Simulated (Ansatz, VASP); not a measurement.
**BN: VASP beside Ansatz**

The input POSCAR:

```
BN
1.0
    2.5439665234      0.0000000000      0.0000000000
   -1.2719832617      2.2031396356      0.0000000000
    0.0000000000      0.0000000000      4.2077449346
B N
2 2
Direct
    0.6666666667      0.3333333333      1.0121322696
    0.3333333333      0.6666666667      0.4874669122
    0.6666666667      0.3333333333      0.6073761348
    0.3333333333      0.6666666667      0.1430246834
```

The input INCAR.step1:

```
PREC = Accurate
ENCUT = 520
ISMEAR = 0
SIGMA = 0.05
LREAL = False
LASPH = True
NELM = 80
NBANDS = 16
GGA = PE
ALGO = Normal
EDIFF = 1E-4
LWAVE = True
LCHARG = False
```

Contents of INCAR.step2:

```
PREC = Accurate
ENCUT = 520
EDIFF = 1E-6
ISMEAR = 0
SIGMA = 0.05
LREAL = False
LASPH = True
NELM = 80
ALGO = Normal
ISIF = 2
LWAVE = False
LCHARG = True
METAGGA = R2SCAN
LMIXTAU = True
LELF = True
LVHAR = True
NBANDS = 16
ISTART = 1
```

KPOINTS

```
regular mesh
0
Gamma
  12 12 6
```

Input for Ansatz:

```yaml
crystal:
  lattice:
    - [2.5439665234, 0.0, 0.0]
    - [-1.2719832617, 2.2031396356, 0.0]
    - [0.0, 0.0, 4.2077449346]
  atoms:
    - { symbol: B, position: [0.6666666667, 0.3333333333, 1.0121322696] }
    - { symbol: B, position: [0.3333333333, 0.6666666667, 0.4874669122] }
    - { symbol: "N", position: [0.6666666667, 0.3333333333, 0.6073761348] }
    - { symbol: "N", position: [0.3333333333, 0.6666666667, 0.1430246834] }
basis:
  ecutwfc: 500
kpoints:
  mp_grid: { grid: [12, 12, 6] }
hamiltonian:
  xc: r2scan
scf:
  occupations: { method: gaussian, width: 0.05 }
output:
  forces: true
  stress: true
  eigenvalues: true
```

Change from the starting cell: mode 8 (973.5 1/cm) frozen in, largest displacement +0.075 Å.

Alike in both runs: task single point; functional r2SCAN; k mesh 12 × 12 × 6; occupations gaussian, width 0.05 eV; no spin polarisation.

|  | VASP | Ansatz |
| --- | --- | --- |
| version | VASP 6.6.1 | Ansatz 0.2.0 |
| potentials or method | VASP PAW PBE potentials, release 64 (B, N), cutoff 520 eV | scalar-relativistic, plane waves, PAW |
| valence electrons in the cell | 16 | 16 |

Ansatz gave:

| Quantity | Value |
| --- | --- |
| gap on the k mesh at the Fermi level (eV) | 5.66 |
| least direct gap on the mesh (eV) | 8.77 |
| pressure (GPa) | 5.6 |
| traceless stress, the component that is largest in VASP (GPa) | 9.69 |
| rms of the force components (eV/Å) | 1.832 |

Question: What did VASP give for the same quantities?

Answer: gap on the k mesh at the Fermi level (eV): 5.63; least direct gap on the mesh (eV): 8.75; pressure (GPa): 6.7; traceless stress, the component that is largest in VASP (GPa): 9.69; rms of the force components (eV/Å): 1.844.

VASP's potentials were made for PBE, not for r2SCAN. Atom by atom the forces differ by 0.014 eV/Å (rms over components).
